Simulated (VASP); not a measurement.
# Nb (Pm-3m) in VASP: notebook

The runs below take Nb through single point, with PBE.

Program: VASP 6.6.1. These are calculated values, not measurements. Logs are shortened: lines on timing, memory, paths and dates and some standing lists are left out, and cuts for length are marked.

### 1 The cell of the first run

Symmetry: Pm-3m, No. 221, cubic system. The conventional cell has a = 2.054 Å, b = 2.054 Å, c = 2.054 Å, α = 90.00°, β = 90.00°, γ = 90.00°. Nb (site symmetry m-3m) has 6 Nb at 2.05 Å within 2.7 Å.

### 2 Single point, PBE (volume scaled by 0.43)

The input, INCAR:

```
ALGO     = Normal         # electronic algorithm
EDIFF    = 1E-7           # SCF threshold, eV
ENCUT    = 520            # plane-wave cutoff, eV
GGA      = PE             # functional
ISIF     = 2              # what is computed and relaxed
ISMEAR   = -1             # smearing method
LASPH    = True           # aspherical terms in the spheres
LCHARG   = True           # write CHGCAR
LELF     = True           # ELF
LREAL    = False          # projectors in reciprocal space
LVHAR    = True         
LWAVE    = False          # write WAVECAR
NBANDS   = 12             # bands
NELM     = 100            # most SCF steps
PREC     = Accurate       # precision mode
SIGMA    = 0.1            # smearing width, eV
```

The input, KPOINTS:

```
k-points
0
Gamma
  16 16 16
```

The input, POSCAR:

```
Nb
1.0
    2.0544737014      0.0000000000      0.0000000000
    0.0000000000      2.0544737014      0.0000000000
    0.0000000000      0.0000000000      2.0544737014
Nb
1
Direct
    0.0000000000      0.0000000000      0.0000000000
```

Potentials or basis: VASP PAW PBE potentials, release 64 (Nb_sv).

On the command line:

```
$ cat potpaw_PBE.64/Nb_sv/POTCAR > POTCAR
$ mpirun -np 1 vasp_std > vasp.out
```

OUTCAR:

```text
EDIFF = 1E-7
   ENCUT = 520
   GGA = PE
   ISIF = 2
   ISMEAR = -1
   LASPH = True
   LREAL = False
   NELM = 100
   PREC = Accurate

 ion  position               nearest neighbor table
   1  0.000  0.000  0.000-

  LATTYP: Found a simple cubic cell.
 ALAT       =     2.0544737014

  Lattice vectors:

 A1 = (   2.0544737014,   0.0000000000,   0.0000000000)
 A2 = (   0.0000000000,   2.0544737014,   0.0000000000)
 A3 = (   0.0000000000,   0.0000000000,   2.0544737014)

Analysis of symmetry for initial positions (statically):
=====================================================================
 Subroutine PRICEL returns:
 Original cell was already a primitive cell.

 Routine SETGRP: Setting up the symmetry group for a
 simple cubic supercell.

 Subroutine GETGRP returns: Found 48 space group operations
 (whereof 48 operations were pure point group operations)
 out of a pool of 48 trial point group operations.

The static configuration has the point symmetry O_h .

Analysis of symmetry for dynamics (positions and initial velocities):
=====================================================================
 Subroutine PRICEL returns:
 Original cell was already a primitive cell.

 Routine SETGRP: Setting up the symmetry group for a
 simple cubic supercell.

 Subroutine GETGRP returns: Found 48 space group operations
 (whereof 48 operations were pure point group operations)
 out of a pool of 48 trial point group operations.

The dynamic configuration has the point symmetry O_h .

 Subroutine INISYM returns: Found 48 space group operations
 (whereof 48 operations are pure point group operations),
 and found     1 'primitive' translations

----------------------------------------------------------------------------------------

                                     Primitive cell

  volume of cell :       8.6717

  direct lattice vectors                    reciprocal lattice vectors
     2.054473701  0.000000000  0.000000000     0.486742663  0.000000000  0.000000000
     0.000000000  2.054473701  0.000000000     0.000000000  0.486742663  0.000000000
     0.000000000  0.000000000  2.054473701     0.000000000  0.000000000  0.486742663

  length of vectors
     2.054473701  2.054473701  2.054473701     0.486742663  0.486742663  0.486742663

  position of ions in fractional coordinates (direct lattice)
     0.000000000  0.000000000  0.000000000

  ion indices of the primitive-cell ions
   primitive index   ion index
                 1           1

----------------------------------------------------------------------------------------

 KPOINTS: k-points

Automatic generation of k-mesh.
 Grid dimensions read from file:
 generate k-points for:   16   16   16

 Generating k-lattice:

  Cartesian coordinates                     Fractional coordinates (reciprocal lattice)
     0.030421416  0.000000000  0.000000000     0.062500000  0.000000000  0.000000000
     0.000000000  0.030421416  0.000000000     0.000000000  0.062500000  0.000000000
     0.000000000  0.000000000  0.030421416     0.000000000  0.000000000  0.062500000

  Length of vectors
     0.030421416  0.030421416  0.030421416

  Shift w.r.t. Gamma in fractional coordinates (k-lattice)
     0.000000000  0.000000000  0.000000000

 Subroutine IBZKPT returns following result:
 ===========================================

 Found    165 irreducible k-points:

 Following reciprocal coordinates:
            Coordinates               Weight
  0.000000  0.000000  0.000000      1.000000
  0.062500  0.000000  0.000000      6.000000
  0.125000  0.000000  0.000000      6.000000
  0.187500  0.000000  0.000000      6.000000
  0.250000  0.000000  0.000000      6.000000
  0.312500  0.000000  0.000000      6.000000
[... 16 lines left out ...]
  0.437500  0.125000  0.000000     24.000000
  0.500000  0.125000  0.000000     12.000000
 [... further k-points ...]
   k-points           NKPTS =    165   k-points in BZ     NKDIM =    165   number of bands    NBANDS=     12
   number of dos      NEDOS =    301   number of ions     NIONS =      1
   total plane-waves  NPLWV =   4096
   dimension x,y,z NGX =    16 NGY =   16 NGZ =   16
   dimension x,y,z NGXF=    32 NGYF=   32 NGZF=   32
   ions per type =               1
   NGX,Y,Z   is equivalent  to a cutoff of  12.95, 12.95, 12.95 a.u.
   NGXF,Y,Z  is equivalent  to a cutoff of  25.89, 25.89, 25.89 a.u.
 SYSTEM =  unknown system
   PREC   = accura    normal or accurate (medium, high low for compatibility)
   ISTART =      0    job   : 0-new  1-cont  2-samecut
   ICHARG =      2    charge: 1-file 2-atom 10-const
   ISPIN  =      1    spin polarized calculation?
   LNONCOLLINEAR =      F non collinear calculations
   LSORBIT =      F    spin-orbit coupling
   LASPH  =      T    aspherical Exc in radial PAW
   ENCUT  =  520.0 eV  38.22 Ry    6.18 a.u.   3.82  3.82  3.82*2*pi/ulx,y,z
   NELM   =    100;   NELMIN=  2; NELMDL= -5     # of ELM steps
   EDIFF  = 0.1E-06   stopping-criterion for ELM
   LREAL  =      F    real-space projection
   EDIFFG = 0.1E-05   stopping-criterion for IOM
   NSW    =      0    number of steps for IOM
   IBRION =     -1    ionic relax: 0-MD 1-quasi-New 2-CG
   NFREE  =      0    steps in history (QN), initial steepest desc. (CG)
   ISIF   =      2    stress and relaxation
   ISYM   =      2    0-nonsym 1-usesym 2-fastsym
   POTIM  = 0.5000    time-step for ionic-motion
   TEBEG  =    0.0;   TEEND  =   0.0 temperature during run
   PSTRESS=    0.0 pullay stress
   NELECT =      13.0000    total number of electrons
   NUPDOWN=      -1.0000    fix difference up-down
   EMIN   =  10.00;   EMAX   =-10.00  energy-range for DOS
   EFERMI =   0.00;   METHOD = LEGACY
   ISMEAR =    -1;   SIGMA  =   0.10  broadening in eV -4-tet -1-fermi 0-gaus
   EFERMI_NEDOS =   21; number of points for ismear=-14 and -15
   IALGO  =     38    algorithm
   IMIX   =      4    mixing-type and parameters
     AMIX     =   0.40;   BMIX     =  1.00
     AMIX_MAG =   1.60;   BMIX_MAG =  1.00
  volume/ion in A,a.u.               =       8.67        58.52
  Fermi-wavevector in a.u.,A,eV,Ry     =   1.873651  3.540687 47.764177  3.510568
  Thomas-Fermi vector in A             =   2.918759
   LORBIT       =      0    0 simple, 1 ext, 2 COOP (PROOUT), +10 PAW based schemes
   GGA     = PE    functional components
   LHFCALC =     F    Hartree Fock is set to
   AEXX    =    0.0000 exact exchange contribution
   IVDW    =     0    specifies the selected vdW correction
   LEPSILON=     F    determine dielectric tensor
   LRPA    =     F    only Hartree local field effects (RPA)
 non-spin polarized calculation
  energy-cutoff  :      520.00
  volume of cell :        8.67
 maximum number of plane-waves:       251
 NGX is ok and might be reduce to    16
   NGX =  7   NGY =  7   NGZ =  7

 number of electron      12.9999998 magnetization

 Free energy of the ion-electron system (eV)
  ---------------------------------------------------
  ext. energy  EPLUGINS =         0.00000000
  ---------------------------------------------------
  free energy    TOTEN  =         0.94698080 eV

  energy without entropy =        0.96950210  energy(sigma->0) =        0.95824145

 E-fermi :  25.9704     XC(G=0): -16.7021

 val. band max:       25.9533994349   @ k =   0.3750   0.1250   0.0625
 cond. band min:      26.0015517820   @ k =   0.3125   0.1875   0.1875
 fundamental gap:      0.0481523471
 Fermi energy:        25.9704196945

 k-point     1 :       0.0000    0.0000    0.0000
  band No.  band energies     occupation
      1     -33.2296      2.00000
      2      -2.2766      2.00000
      3      -2.2766      2.00000
      4      -2.2766      2.00000
      5      16.9862      2.00000
      6      16.9862      2.00000
      7      20.5908      2.00000
      8      37.9841      0.00000
      9      37.9841      0.00000
     10      37.9841      0.00000
     11      49.9845      0.00000
     12      49.9845      0.00000

 k-point     2 :       0.0625    0.0000    0.0000
  band No.  band energies     occupation
      1     -33.1539      2.00000
      2      -2.8425      2.00000
      3      -2.2306      2.00000
      4      -2.2306      2.00000
      5      17.0616      2.00000
      6      17.5494      2.00000
      7      20.9160      2.00000
      8      37.2511      0.00000
      9      37.2511      0.00000
     10      38.0297      0.00000
     11      48.9969      0.00000
     12      50.6306      0.00000

 k-point     3 :       0.1250    0.0000    0.0000
  band No.  band energies     occupation
      1     -32.9326      2.00000
      2      -4.2971      2.00000
      3      -2.0976      2.00000
      4      -2.0976      2.00000
      5      17.2820      2.00000
      6      18.7637      2.00000
      7      22.0991      2.00000
      8      35.5289      0.00000
      9      35.5289      0.00000
     10      38.1614      0.00000
     11      46.8636      0.00000
     12      50.9634      0.00000
[... 286 lines left out ...]
 k-point    23 :       0.4375    0.1250    0.0000
  band No.  band energies     occupation
      1     -30.5913      2.00000
      2     -12.0226      2.00000
      3      -2.8234      2.00000
      4      -0.8324      2.00000
      5      20.6546      2.00000
      6      22.6735      2.00000
      7      26.0689      0.54375
      8      28.1323      0.00000
      9      32.7570      0.00000
     10      37.1699      0.00000
     11      42.7221      0.00000
     12      46.5253      0.00000

 k-point    24 :       0.5000    0.1250    0.0000
  band No.  band energies     occupation
      1     -30.4719      2.00000
      2     -12.3452      2.00000
      3      -2.7571      2.00000
      4      -0.7768      2.00000
      5      20.7836      2.00000
      6      22.5190      2.00000
      7      26.2486      0.11664
      8      27.8660      0.00000
      9      32.5813      0.00000
     10      37.2410      0.00000
     11      42.4450      0.00000
     12      47.9078      0.00000

 [... further k-points ...]
[... 5 lines left out ...]
  --------------------------------------------------------------------------------------
  -------------------------------------------------------------------------------------
  Total       31.7918547     31.7918547     31.7918547      0.0000000      0.0000000      0.0000000
  in kB     5873.8748278   5873.8748278   5873.8748278      0.0000000      0.0000000      0.0000000
  external PRESSURE =    5873.8748278 kB  Pullay stress =       0.0000000 kB

 VOLUME and BASIS-vectors are now :
 -----------------------------------------------------------------------------
  energy-cutoff  :      520.00
  volume of cell :        8.67
      direct lattice vectors                 reciprocal lattice vectors
     2.054473701  0.000000000  0.000000000     0.486742663  0.000000000  0.000000000
     0.000000000  2.054473701  0.000000000     0.000000000  0.486742663  0.000000000
     0.000000000  0.000000000  2.054473701     0.000000000  0.000000000  0.486742663

 POSITION                                       TOTAL-FORCE (eV/Angst)
 -----------------------------------------------------------------------------------
      0.00000      0.00000      0.00000         0.000000      0.000000      0.000000
 -----------------------------------------------------------------------------------
    total drift:                                0.000000      0.000000     -0.000000

  FREE ENERGIE OF THE ION-ELECTRON SYSTEM (eV)
  ---------------------------------------------------
  free  energy   TOTEN  =         0.9469808046 eV

  energy  without entropy=        0.9695021040  energy(sigma->0) =        0.95824145
```

It took 15 s on 1 thread of AMD EPYC 7R43 (Zen 3), shared host; peak memory 0.09 GiB.

Results:

- Free energy: 0.9470 eV
- Pressure: 587.4 GPa

(Part 1 of 2 ends here.)
